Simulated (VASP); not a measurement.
Input of a VASP 6.6.1 run:

The input INCAR:

```
SYSTEM = NiO
ALGO = Normal
EDIFF = 1E-6
ENCUT = 520
GGA = PE
ISIF = 2
ISMEAR = 0
ISPIN = 2
LASPH = .True.
LCHARG = .False.
LMAXMIX = 4
LORBIT = 11
LREAL = .False.
LWAVE = .False.
MAGMOM = 1.36 0.25
NBANDS = 19
NELM = 150
PREC = Accurate
SIGMA = 0.1
```

The input KPOINTS:

```
k-points
0
Gamma
  18 18 18
  0 0 0
```

POSCAR

```
NiO
1.0
    0.0000000000      1.9916918748      1.9916918748
    1.9916918748      0.0000000000      1.9916918748
    1.9916918748      1.9916918748      0.0000000000
Ni O
1 1
Direct
    0.0000000000      0.0000000000      0.0000000000
    0.5000000000      0.5000000000      0.5000000000
```

Potentials or basis: VASP PAW PBE potentials, release 64 (Ni, O).

Command:

```console
$ cat potpaw_PBE.64/Ni/POTCAR potpaw_PBE.64/O/POTCAR > POTCAR
$ mpirun -np 1 vasp_std > vasp.out
```

Estimate the net moment.

0.88 μB per cell.

Estimate the site moments.

Ni +0.75; O +0.11 μB.

Predict the pressure.

38.6 GPa.

Caveat: a cell with one magnetic atom can't hold antiferromagnetic order, which such compounds often take.
